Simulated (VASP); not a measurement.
# W (Im-3m) in VASP: settings compared

Aim: see how the results for W move with the level of theory and the settings. Levels: PBEsol, LDA. Tasks: single point.

All numbers are computed with VASP 6.6.1; they aren't measurements. Logs are shortened: lines on timing, memory, paths and dates and some standing lists are left out, and cuts for length are marked.

## 1. The cell of the first run

It takes space group Im-3m (No. 229, cubic). The conventional cell has a = 3.165 Å, b = 3.165 Å, c = 3.165 Å, α = 90.00°, β = 90.00°, γ = 90.00°. W (site symmetry m-3m) has 14 W at 2.74 to 3.16 Å within 3.6 Å.

## 2. Single point, PBEsol, non-collinear spin, zero start, spin-orbit coupling

INCAR reads:

```
SYSTEM = W
PREC = Accurate
ENCUT = 520
EDIFF = 1E-6
ISMEAR = -1
SIGMA = 0.05
LREAL = .FALSE.
LASPH = .TRUE.
NELM = 150
ALGO = Fast
ISIF = 2
LWAVE = .FALSE.
LCHARG = .FALSE.
LNONCOLLINEAR = .TRUE.
MAGMOM = 0 0 0
LORBIT = 11
LSORBIT = .TRUE.
GGA_COMPAT = .FALSE.
LORBMOM = .TRUE.
LMAXMIX = 4
GGA = PS
NBANDS = 25
```

KPOINTS reads:

```
regular mesh
0
G
  9 9 9
  0 0 0
```

POSCAR reads:

```
W
1.0
   -1.5823450000      1.5823450000      1.5823450000
    1.5823450000     -1.5823450000      1.5823450000
    1.5823450000      1.5823450000     -1.5823450000
W
1
Direct
    0.0000000000      0.0000000000      0.0000000000
```

Potentials or basis: VASP PAW PBE potentials, release 64 (W_sv).

Run with:

```
> cat potpaw_PBE.64/W_sv/POTCAR > POTCAR
> mpirun -np 1 vasp_ncl > vasp.out
```

OUTCAR:

```text
SYSTEM = W
   PREC = Accurate
   ENCUT = 520
   EDIFF = 1E-6
   ISMEAR = -1
   LREAL = .FALSE.
   LASPH = .TRUE.
   NELM = 150
   ISIF = 2
   LNONCOLLINEAR = .TRUE.
   LORBIT = 11
   LSORBIT = .TRUE.
   GGA = PS

 ion  position               nearest neighbor table
   1  0.000  0.000  0.000-

  LATTYP: Found a body centered cubic cell.
 ALAT       =     3.1646900000

  Lattice vectors:

 A1 = (  -1.5823450000,   1.5823450000,   1.5823450000)
 A2 = (   1.5823450000,  -1.5823450000,   1.5823450000)
 A3 = (   1.5823450000,   1.5823450000,  -1.5823450000)

Analysis of symmetry for initial positions (statically):
=====================================================================
 Subroutine PRICEL returns:
 Original cell was already a primitive cell.

 Routine SETGRP: Setting up the symmetry group for a
 body centered cubic supercell.

 Subroutine GETGRP returns: Found 48 space group operations
 (whereof 48 operations were pure point group operations)
 out of a pool of 48 trial point group operations.

The static configuration has the point symmetry O_h .

Analysis of symmetry for dynamics (positions and initial velocities):
=====================================================================
 Subroutine PRICEL returns:
 Original cell was already a primitive cell.

 Routine SETGRP: Setting up the symmetry group for a
 body centered cubic supercell.

 Subroutine GETGRP returns: Found 48 space group operations
 (whereof 48 operations were pure point group operations)
 out of a pool of 48 trial point group operations.

The dynamic configuration has the point symmetry O_h .

Analysis of structural, dynamic, and magnetic symmetry:
=====================================================================
 Subroutine PRICEL returns:
 Original cell was already a primitive cell.

 Routine SETGRP: Setting up the symmetry group for a
 body centered cubic supercell.

 Subroutine GETGRP returns: Found 48 space group operations
 (whereof 48 operations were pure point group operations)
 out of a pool of 48 trial point group operations.

The overall configuration has the point symmetry O_h .

 Subroutine INISYM returns: Found 48 space group operations
 (whereof 48 operations are pure point group operations),
 and found     1 'primitive' translations

----------------------------------------------------------------------------------------

                                     Primitive cell

  volume of cell :      15.8476

  direct lattice vectors                    reciprocal lattice vectors
    -1.582345000  1.582345000  1.582345000     0.000000000  0.315986716  0.315986716
     1.582345000 -1.582345000  1.582345000     0.315986716  0.000000000  0.315986716
     1.582345000  1.582345000 -1.582345000     0.315986716  0.315986716  0.000000000

  length of vectors
     2.740701935  2.740701935  2.740701935     0.446872699  0.446872699  0.446872699

  position of ions in fractional coordinates (direct lattice)
     0.000000000  0.000000000  0.000000000

  ion indices of the primitive-cell ions
   primitive index   ion index
                 1           1

----------------------------------------------------------------------------------------

 KPOINTS: regular mesh

Automatic generation of k-mesh.
 Grid dimensions read from file:
 generate k-points for:    9    9    9

 Generating k-lattice:

[... 51 lines left out ...]
 SYSTEM =  W
   PREC   = accura    normal or accurate (medium, high low for compatibility)
   ISTART =      0    job   : 0-new  1-cont  2-samecut
   ICHARG =      2    charge: 1-file 2-atom 10-const
   ISPIN  =      1    spin polarized calculation?
   LNONCOLLINEAR =      T non collinear calculations
   LSORBIT =      T    spin-orbit coupling
   LASPH  =      T    aspherical Exc in radial PAW
   ENCUT  =  520.0 eV  38.22 Ry    6.18 a.u.   5.10  5.10  5.10*2*pi/ulx,y,z
   NELM   =    150;   NELMIN=  2; NELMDL= -5     # of ELM steps
   EDIFF  = 0.1E-05   stopping-criterion for ELM
   LREAL  =      F    real-space projection
   EDIFFG = 0.1E-04   stopping-criterion for IOM
   NSW    =      0    number of steps for IOM
   IBRION =     -1    ionic relax: 0-MD 1-quasi-New 2-CG
   NFREE  =      0    steps in history (QN), initial steepest desc. (CG)
   ISIF   =      2    stress and relaxation
   ISYM   =      2    0-nonsym 1-usesym 2-fastsym
   POTIM  = 0.5000    time-step for ionic-motion
   TEBEG  =    0.0;   TEEND  =   0.0 temperature during run
   PSTRESS=    0.0 pullay stress
   NELECT =      14.0000    total number of electrons
   NUPDOWN=      -1.0000    fix difference up-down
   EMIN   =  10.00;   EMAX   =-10.00  energy-range for DOS
   EFERMI =   0.00;   METHOD = LEGACY
   ISMEAR =    -1;   SIGMA  =   0.05  broadening in eV -4-tet -1-fermi 0-gaus
   EFERMI_NEDOS =   21; number of points for ismear=-14 and -15
   IALGO  =     68    algorithm
   IMIX   =      4    mixing-type and parameters
     AMIX     =   0.40;   BMIX     =  1.00
     AMIX_MAG =   1.60;   BMIX_MAG =  1.00
  volume/ion in A,a.u.               =      15.85       106.94
  Fermi-wavevector in a.u.,A,eV,Ry     =   1.570832  2.968442 33.572544  2.467512
  Thomas-Fermi vector in A             =   2.672506
   LORBIT       =     11    0 simple, 1 ext, 2 COOP (PROOUT), +10 PAW based schemes
   GGA     = PS    functional components
   LHFCALC =     F    Hartree Fock is set to
   AEXX    =    0.0000 exact exchange contribution
   IVDW    =     0    specifies the selected vdW correction
   LEPSILON=     F    determine dielectric tensor
   LRPA    =     F    only Hartree local field effects (RPA)
 RMM-DIIS sequential band-by-band and
  energy-cutoff  :      520.00
  volume of cell :       15.85
 maximum number of plane-waves:       874
   NGX = 11   NGY = 11   NGZ = 11

 number of electron      14.0000003 magnetization       0.0000000      0.0000000      0.0000000

 number of electron      14.0000003 magnetization      -0.0000000     -0.0000000     -0.0000000

 number of electron      14.0000004 magnetization       0.0000000      0.0000000     -0.0000000

 number of electron      14.0000004 magnetization      -0.0000000     -0.0000000      0.0000000

 Free energy of the ion-electron system (eV)
  ---------------------------------------------------
  ext. energy  EPLUGINS =         0.00000000
  ---------------------------------------------------
  free energy    TOTEN  =       -14.64011763 eV

  energy without entropy =      -14.63164490  energy(sigma->0) =      -14.63588127

 E-fermi :  11.3636     XC(G=0): -13.7614

 val. band max:       11.0586787017   @ k =   0.4444   0.1111   0.0000
 cond. band min:      11.3903388182   @ k =  -0.2222   0.3333   0.1111
 fundamental gap:      0.3316601165
 Fermi energy:        11.3636303141

 k-point     1 :       0.0000    0.0000    0.0000
  band No.  band energies     occupation
      1     -62.8749      1.00000
      2     -62.8749      1.00000
      3     -32.5295      1.00000
      4     -32.5295      1.00000
      5     -23.5286      1.00000
      6     -23.5286      1.00000
[... 661 lines left out ...]
     24      25.5583      0.00000
     25      27.8502      0.00000

 [... further k-points ...]

------------------------ aborting loop because EDIFF is reached ----------------------------------------

  FORCE on cell =-STRESS in cart. coord.  units (eV):
  Direction    XX          YY          ZZ          XY          YZ          ZX
  --------------------------------------------------------------------------------------
  -------------------------------------------------------------------------------------
  Total       -0.1908730     -0.1908730     -0.1908730      0.0000000      0.0000000      0.0000000
  in kB      -19.2970770    -19.2970770    -19.2970770      0.0000000      0.0000000      0.0000000
  external PRESSURE =     -19.2970770 kB  Pullay stress =       0.0000000 kB

 VOLUME and BASIS-vectors are now :
 -----------------------------------------------------------------------------
  energy-cutoff  :      520.00
  volume of cell :       15.85
      direct lattice vectors                 reciprocal lattice vectors
    -1.582345000  1.582345000  1.582345000     0.000000000  0.315986716  0.315986716
     1.582345000 -1.582345000  1.582345000     0.315986716  0.000000000  0.315986716
     1.582345000  1.582345000 -1.582345000     0.315986716  0.315986716  0.000000000

 POSITION                                       TOTAL-FORCE (eV/Angst)
 -----------------------------------------------------------------------------------
      0.00000      0.00000      0.00000        -0.000000     -0.000000     -0.000000
 -----------------------------------------------------------------------------------
    total drift:                                0.000000     -0.000000      0.000000

  FREE ENERGIE OF THE ION-ELECTRON SYSTEM (eV)
  ---------------------------------------------------
  free  energy   TOTEN  =       -14.6401176323 eV

  energy  without entropy=      -14.6316448992  energy(sigma->0) =      -14.63588127

 orbital moment (x)

 # of ion     p       d       tot
 ----------------------------------------
  1         0.000  -0.000  -0.000
 ----------------------------------------
            0.000  -0.000  -0.000

 orbital moment (y)

 # of ion     p       d       tot
 ----------------------------------------
  1         0.000  -0.000  -0.000
 ----------------------------------------
            0.000  -0.000  -0.000

 orbital moment (z)

 # of ion     p       d       tot
 ----------------------------------------
  1         0.000   0.000   0.000
 ----------------------------------------
            0.000   0.000   0.000

 Spin-Orbit-Coupling matrix elements

 Ion:    1  E_soc:     -1.6259598
 l=   1
     0.0000000    -0.2288154    -0.2288154
    -0.2288154     0.0000000    -0.2288154
    -0.2288154    -0.2288154     0.0000000
 l=   2
     0.0000000    -0.0108080     0.0000000    -0.0108080    -0.0313699
    -0.0108080     0.0000000    -0.0235274    -0.0108080    -0.0078425
     0.0000000    -0.0235274     0.0000000    -0.0235274     0.0000000
    -0.0108080    -0.0108080    -0.0235274     0.0000000    -0.0078425
    -0.0313699    -0.0078425     0.0000000    -0.0078425     0.0000000
 l=   3
     0.0000000     0.0000000     0.0000000     0.0000000     0.0000000     0.0000000     0.0000000
     0.0000000     0.0000000     0.0000000     0.0000000     0.0000000     0.0000000     0.0000000
     0.0000000     0.0000000     0.0000000     0.0000000     0.0000000     0.0000000     0.0000000
     0.0000000     0.0000000     0.0000000     0.0000000     0.0000000     0.0000000     0.0000000
     0.0000000     0.0000000     0.0000000     0.0000000     0.0000000     0.0000000     0.0000000
     0.0000000     0.0000000     0.0000000     0.0000000     0.0000000     0.0000000     0.0000000
     0.0000000     0.0000000     0.0000000     0.0000000     0.0000000     0.0000000     0.0000000

 total charge

# of ion       s       p       d       tot
------------------------------------------
    1        2.404   6.344   3.370  12.119

 magnetization (x)

# of ion       s       p       d       tot
------------------------------------------
    1        0.000   0.000   0.000   0.000

 magnetization (y)

# of ion       s       p       d       tot
------------------------------------------
    1        0.000   0.000  -0.000  -0.000

 magnetization (z)

# of ion       s       p       d       tot
------------------------------------------
    1        0.000   0.000   0.000   0.000
```

It took 14 s on 1 thread of Intel Xeon 6975P-C (Granite Rapids), shared host; peak memory 0.17 GiB.

What came out:

- Free energy: -14.6401 eV
- Pressure: -1.9 GPa
- Net moment: 0.00 μB per cell
- Valence electrons inside the program's atomic spheres: W 12.12

Moments on the atoms (μB; x, y, z):
```
W   0.00 0.00 0.00
```

Caveat: the PAW data sets were made with another functional, which shifts forces and pressure a little.

## 3. Single point, LDA

This run uses another cell than the first one, of 15.40 Å³/atom, 0.972 times its volume.

INCAR reads:

```
SYSTEM = W
ALGO = Normal
EDIFF = 1E-6
ENCUT = 520
GGA = CA
ISIF = 2
ISMEAR = -1
LASPH = .True.
LCHARG = .True.
LELF = .True.
LREAL = .False.
LVHAR = .True.
LWAVE = .False.
NBANDS = 13
NELM = 100
PREC = Accurate
SIGMA = 0.05
```

KPOINTS reads:

```
k-points
0
Gamma
  12 12 12
  0 0 0
```

POSCAR reads:

```
W
1.0
   -1.5671695851      1.5671695851      1.5671695851
    1.5671695851     -1.5671695851      1.5671695851
    1.5671695851      1.5671695851     -1.5671695851
W
1
Direct
    0.0000000000      0.0000000000      0.0000000000
```

Potentials or basis: VASP PAW LDA potentials, release 64 (W_sv).

Run with:

```
> cat potpaw_LDA.64/W_sv/POTCAR > POTCAR
> mpirun -np 1 vasp_std > vasp.out
```

It took 4.8 s on 1 thread of AMD EPYC 9R45 (Zen 5), shared host; peak memory 0.09 GiB.

The run converged. Its results:

```yaml
Free_energy: -14.1069 eV
Pressure: 1.9 GPa
Band_gap_on_the_k_mesh: zero (band 7 reaches 17.12 eV, above the bottom of band 8 at 10.45 eV)
```

Levels at points of the mesh, in eV from the Fermi level:
| k point | band 5 | band 6 | band 7 | band 8 | band 9 | band 10 |
| --- | --- | --- | --- | --- | --- | --- |
| (0.00, 0.00, 0.00) | -9.69 | -1.29 | -1.29 | -1.29 | 2.28 | 2.28 |
| (0.50, 0.00, 0.00) | -6.43 | -3.71 | 0.96 | 2.20 | 3.20 | 6.43 |
| (0.50, 0.50, 0.50) | -6.07 | -6.07 | 5.39 | 5.39 | 5.39 | 8.61 |

Caveat: spin-orbit coupling is left out, which moves the levels of the heavy elements.
